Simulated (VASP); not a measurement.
# Si2W (I4/mmm) in VASP: a series of runs, part 2 of 2

VASP 6.6.1.

**5. Single point, LDA**

This run uses another cell than the first one, of the same volume but with other edges.

File INCAR:

```
ALGO = Normal ; EDIFF = 1E-6
ENCUT = 520 ; ISIF = 2
ISMEAR = 0 ; LASPH = T
LCHARG = T ; LELF = T
LREAL = F ; LVHAR = T
LWAVE = F ; NBANDS = 18
NELM = 100 ; PREC = Accurate
SIGMA = 0.15
```

File KPOINTS:

```
k-points
0
Gamma
  18 18 18
```

File POSCAR:

```
Si2W
1.0
   -1.5928550571      1.5928550571      3.8862445622
    1.5928550571     -1.5928550571      3.8862445622
    1.5928550571      1.5928550571     -3.8862445622
Si W
2 1
Direct
    0.3346644983      0.3346644983      0.0000000000
    0.6653355017      0.6653355017      0.0000000000
    0.0000000000      0.0000000000      0.0000000000
```

Potentials or basis: VASP PAW LDA potentials, release 64 (Si, W_sv).

Run with:

```bash
cat potpaw_LDA.64/Si/POTCAR potpaw_LDA.64/W_sv/POTCAR > POTCAR
mpirun -np 1 vasp_std > vasp.out
```

OUTCAR:

```text
EDIFF = 1E-6
   ENCUT = 520
   ISIF = 2
   ISMEAR = 0
   LASPH = T
   LREAL = F
   NELM = 100
   PREC = Accurate

 ion  position               nearest neighbor table
   1  0.335  0.335  0.000-   2 2.57   3 2.59   3 2.59   3 2.59   3 2.59   3 2.60   2 2.61   2 2.61
                             2 2.61   2 2.61
   2  0.665  0.665  0.000-   1 2.57   3 2.59   3 2.59   3 2.59   3 2.59   3 2.60   1 2.61   1 2.61
                             1 2.61   1 2.61
   3  0.000  0.000  0.000-   2 2.59   2 2.59   2 2.59   1 2.59   2 2.59   1 2.59   1 2.59   1 2.59
                             1 2.60   2 2.60

  LATTYP: Found a body centered tetragonal cell.
 ALAT       =     3.1857101142
 C/A-ratio  =     2.4397979872

  Lattice vectors:

 A1 = (  -1.5928550571,   1.5928550571,   3.8862445622)
 A2 = (   1.5928550571,  -1.5928550571,   3.8862445622)
 A3 = (   1.5928550571,   1.5928550571,  -3.8862445622)

Analysis of symmetry for initial positions (statically):
=====================================================================
 Subroutine PRICEL returns:
 Original cell was already a primitive cell.

 Routine SETGRP: Setting up the symmetry group for a
[... 166 lines left out ...]
  ---------------------------------------------------
  free energy    TOTEN  =       -27.35748032 eV

  energy without entropy =      -27.35515981  energy(sigma->0) =      -27.35632007

 E-fermi :  12.2436     XC(G=0): -12.7650

 val. band max:       12.2246669084   @ k =  -0.3889   0.5000   0.3333
 cond. band min:      12.3060294045   @ k =  -0.4444   0.5000   0.2778
 fundamental gap:      0.0813624960
 Fermi energy:        12.2435910007

 k-point     1 :       0.0000    0.0000    0.0000
  band No.  band energies     occupation
      1     -61.0998      2.00000
      2     -25.6506      2.00000
      3     -25.6092      2.00000
      4     -25.6092      2.00000
      5      -1.9516      2.00000
      6       5.2700      2.00000
[... 481 lines left out ...]
      5      -1.0225      2.00000
      6       5.4389      2.00000
[... 10 lines left out ...]
     17      18.7176      0.00000
     18      20.5822      0.00000

 [... further k-points ...]
[... 5 lines left out ...]
  --------------------------------------------------------------------------------------
  -------------------------------------------------------------------------------------
  Total        0.1697899      0.1697899      0.1774249      0.0000000      0.0000000     -0.0000000
  in kB        6.8973107      6.8973107      7.2074642      0.0000000      0.0000000     -0.0000000
  external PRESSURE =       7.0006952 kB  Pullay stress =       0.0000000 kB

 VOLUME and BASIS-vectors are now :
 -----------------------------------------------------------------------------
  energy-cutoff  :      520.00
  volume of cell :       39.44
      direct lattice vectors                 reciprocal lattice vectors
    -1.592855057  1.592855057  3.886244562     0.000000000  0.313901756  0.128658913
     1.592855057 -1.592855057  3.886244562     0.313901756  0.000000000  0.128658913
     1.592855057  1.592855057 -3.886244562     0.313901756  0.313901756  0.000000000

 POSITION                                       TOTAL-FORCE (eV/Angst)
 -----------------------------------------------------------------------------------
      0.00000      0.00000      2.60118         0.000000      0.000000     -0.008934
      0.00000      0.00000      5.17131        -0.000000     -0.000000      0.008934
      0.00000      0.00000      0.00000         0.000000      0.000000     -0.000000
 -----------------------------------------------------------------------------------
    total drift:                                0.000000     -0.000000      0.000000

  FREE ENERGIE OF THE ION-ELECTRON SYSTEM (eV)
  ---------------------------------------------------
  free  energy   TOTEN  =       -27.3574803243 eV

  energy  without entropy=      -27.3551598142  energy(sigma->0) =      -27.35632007
```

OSZICAR:

```text
N       E                     dE             d eps       ncg     rms          rms(c)
DAV:   1     0.129313916424E+03    0.12931E+03   -0.10883E+04 17288   0.124E+03
DAV:   2    -0.236143199723E+02   -0.15293E+03   -0.14912E+03 19756   0.323E+02
DAV:   3    -0.281679697943E+02   -0.45536E+01   -0.44986E+01 21574   0.500E+01
DAV:   4    -0.282078885632E+02   -0.39919E-01   -0.39873E-01 20482   0.495E+00
DAV:   5    -0.282083231382E+02   -0.43458E-03   -0.43455E-03 20500   0.548E-01    0.267E+01
DAV:   6    -0.274782100650E+02    0.73011E+00   -0.30346E+00 18638   0.125E+01    0.952E+00
DAV:   7    -0.273822688414E+02    0.95941E-01   -0.21398E-01 18556   0.266E+00    0.466E+00
DAV:   8    -0.273581846627E+02    0.24084E-01   -0.43200E-02 19648   0.153E+00    0.300E-01
DAV:   9    -0.273576438889E+02    0.54077E-03   -0.10089E-03 19914   0.261E-01    0.177E-01
DAV:  10    -0.273574850200E+02    0.15887E-03   -0.25030E-04 20654   0.139E-01    0.420E-02
DAV:  11    -0.273574803584E+02    0.46616E-05   -0.30844E-05 19574   0.399E-02    0.192E-02
DAV:  12    -0.273574803243E+02    0.34053E-07   -0.12885E-06 13202   0.758E-03
   1 F= -.27357480E+02 E0= -.27356320E+02  d E =-.232051E-02
```

Run time: 6.6 min. Hardware: 1 thread of Intel Xeon 8259CL, shared host; peak memory 0.43 GiB.

What came out:

```yaml
Free_energy: -27.3575 eV
Pressure: 0.7 GPa
Largest_force: 0.009 eV/Å
Band_gap_on_the_k_mesh: zero (bands 11 and 12 overlap by 1.32 eV)
```

Forces in eV/Å, atoms in the order of the input:
```
Si   0.000  0.000 -0.009
Si   0.000  0.000  0.009
W    0.000  0.000  0.000
```

Caveat: spin-orbit coupling is left out, which moves the levels of the heavy elements.

**6. Summary**

| cell | gap on the mesh (eV) | pressure (GPa) | largest force (eV/Å) |
| --- | --- | --- | --- |
| a = 4.333 Å, angles 135.5, 135.5, 64.8°, 3 atoms, atomic positions A | none | 9.8 | 4.34 |
| a = 4.655 Å, angles 141.1, 141.1, 56.2°, 3 atoms, atomic positions B | none | 12.3 | 3.42 |
| a = 4.655 Å, angles 141.1, 141.1, 56.2°, 3 atoms, atomic positions C | none | 0.8 | 0.05 |
| a = 4.492 Å, angles 138.5, 138.5, 60.2°, 3 atoms, atomic positions C | none | 0.7 | 0.01 |

Alike in all rows: task single point; level LDA; potentials or basis VASP PAW LDA potentials, release 64 (Si, W_sv); no spin polarisation; k mesh 18 × 18 × 18; cutoff (eV) 520; smearing gaussian 0.15 eV.

Caveats: spin-orbit coupling is left out, which moves the levels of the heavy elements; the cell stands under pressure (at least some runs); forces of over 1 eV/Å act on the atoms, so gaps and moduli don't describe the material at rest (at least some runs).

Total energies depend on the potentials used, so only differences within one code and one set of settings carry meaning.
